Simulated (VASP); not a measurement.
Write the native input for VASP 6.6.1 that does the following.

```
Task                   : relaxation of cell and atoms
Functional             : PBE
Potentials or basis    : VASP PAW PBE potentials, release 64 (Ni, Si)
Cutoff                 : 600 eV
k mesh                 : 15 × 15 × 15
Occupations            : fermi-dirac, width 0.08 eV
Spin                   : no spin polarisation
Target pressure        : 61 GPa
Dipole correction      : no
Further INCAR settings : ALGO = Normal; EDIFF = 1e-06; IBRION = 2; EDIFFG = -0.005; NSW = 60; ISIF = 3
```

The structure of SiNi (CsCl type) lies in POSCAR:

```
SiNi
1.0
    2.7085964938      0.0000000000      0.0000000000
    0.0000000000      2.7085964938      0.0000000000
    0.0000000000      0.0000000000      2.7085964938
Ni Si
1 1
Direct
    0.0000000000      0.0000000000      0.0000000000
    0.5000000000      0.5000000000      0.5000000000
```

One way to write it, as run:

INCAR

```
SYSTEM = SiNi
PREC = Accurate
ENCUT = 600
EDIFF = 1E-6
ISMEAR = -1
SIGMA = 0.08
LREAL = .FALSE.
LASPH = .TRUE.
NELM = 80
ALGO = Normal
ISIF = 3
LWAVE = .FALSE.
LCHARG = .FALSE.
GGA = PE
IBRION = 2
NSW = 60
EDIFFG = -0.005
PSTRESS = 610.0
```

KPOINTS

```
regular mesh
0
G
  15 15 15
  0 0 0
```

Potentials or basis: VASP PAW PBE potentials, release 64 (Ni, Si).

Launch:

```bash
$ cat potpaw_PBE.64/Ni/POTCAR potpaw_PBE.64/Si/POTCAR > POTCAR
$ mpirun -np 1 vasp_std > vasp.out
```

It gave:

```
Relaxed volume                                         : 9.24 Å³/atom
Relaxed cell                                           : a = 2.644 Å, b = 2.644 Å, c = 2.644 Å, α = 90.00°, β = 90.00°, γ = 90.00°
Space group after relaxing (to 0.05 Å)                 : Pm-3m (No. 221)
Energy change on relaxing (the enthalpy is what falls) : +203.8 meV/atom
Ionic steps                                            : 7
Pressure after relaxing                                : 61.0 GPa
Band gap on the k mesh                                 : zero (band 7 reaches 18.49 eV, above the bottom of band 8 at 15.17 eV)
```

Caveat: the cell is relaxed towards a set pressure, so the enthalpy falls and the energy may rise.

Wall time 2.1 min on 1 thread of Intel(R) Xeon(R) Platinum 8259CL CPU @ 2.50GHz (Skylake/Cascade Lake), with other jobs on the host, peak memory 0.17 GiB.
